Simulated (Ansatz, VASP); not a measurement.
## LaAl2N3: VASP beside Ansatz

```
La N Al
1.0
    -1.75961    1.75961    6.55843
     1.75961   -1.75961    6.55843
     1.75961    1.75961   -6.55843
La N Al
1 3 2
Direct
  0.00000 0.00000 0.00000
  0.81625 0.81625 0.00000
  0.18375 0.18375 0.00000
  0.50000 0.50000 0.00000
  0.32760 0.32760 0.00000
  0.67240 0.67240 0.00000
```

Alike in both runs: task single point; functional r2SCAN; k mesh 8 × 8 × 8; occupations fermi-dirac, width 0.02 eV; no spin polarisation.

```csv
,VASP,Ansatz
version,VASP 6.6.1,Ansatz 0.2.0
potentials or method,"VASP PAW PBE potentials, release 64 (La, N, Al)","plane waves, PAW"
plane-wave cutoff (eV),520,500
valence electrons in the cell,32,32
```

|  | VASP | Ansatz | Ansatz less VASP |
| --- | --- | --- | --- |
| pressure (GPa) | -9.3 | -8.9 | +0.47 |
| rms of the force components (eV/Å) | 0.136 | 0.149 | +0.0128 |

VASP's potentials were made for PBE, not for r2SCAN.

Neither program's run includes spin-orbit coupling.
